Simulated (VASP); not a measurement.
Write the native input for VASP 6.6.1 that does the following.

* Task: single point
* Functional: PBE
* Potentials or basis: VASP PAW PBE potentials, release 64 (Bi_d)
* Cutoff: 520 eV
* k mesh: 8 × 8 × 8
* Occupations: gaussian, width 0.1 eV
* Spin: no spin polarisation
* Dipole correction: no
* Further INCAR settings: ALGO = Fast; EDIFF = 1e-06; NBANDS = 38

The structure of Bi lies in POSCAR:

```
Bi
1.0
    4.9465703641      0.0000000000      0.0000000000
    0.0000000000      4.9465703641      0.0000000000
    0.0000000000      0.0000000000      5.1914635530
Bi
4
Direct
    0.7499293763      0.7499293763      0.0000000000
    0.7500706237      0.2499293763      0.5000000000
    0.2500706237      0.2500706237      0.0000000000
    0.2499293763      0.7500706237      0.5000000000
```

One way to write it, as run:

INCAR

```
SYSTEM = Bi
ALGO = Fast ; EDIFF = 1E-6
ENCUT = 520 ; GGA = PE
ISIF = 2 ; ISMEAR = 0
LASPH = .TRUE. ; LCHARG = .FALSE.
LREAL = .FALSE. ; LWAVE = .FALSE.
NBANDS = 38 ; NELM = 80
PREC = Accurate ; SIGMA = 0.1
```

KPOINTS

```
k-points
0
G
  8 8 8
  0 0 0
```

Potentials or basis: VASP PAW PBE potentials, release 64 (Bi_d).

The run is started by

```console
$ cat potpaw_PBE.64/Bi_d/POTCAR > POTCAR
$ mpirun -np 1 vasp_std > vasp.out
```

It gave:

```json
{
  "Pressure": "-0.1 GPa",
  "Band gap on the k mesh": "zero (band 30 reaches 10.65 eV, above the bottom of band 31 at 6.55 eV)"
}
```

Caveat: spin-orbit coupling is left out, which moves the levels of the heavy elements.

Run time: 5.6 min on 1 thread of Intel Xeon 6975P-C (shared host), peak memory 0.41 GiB.
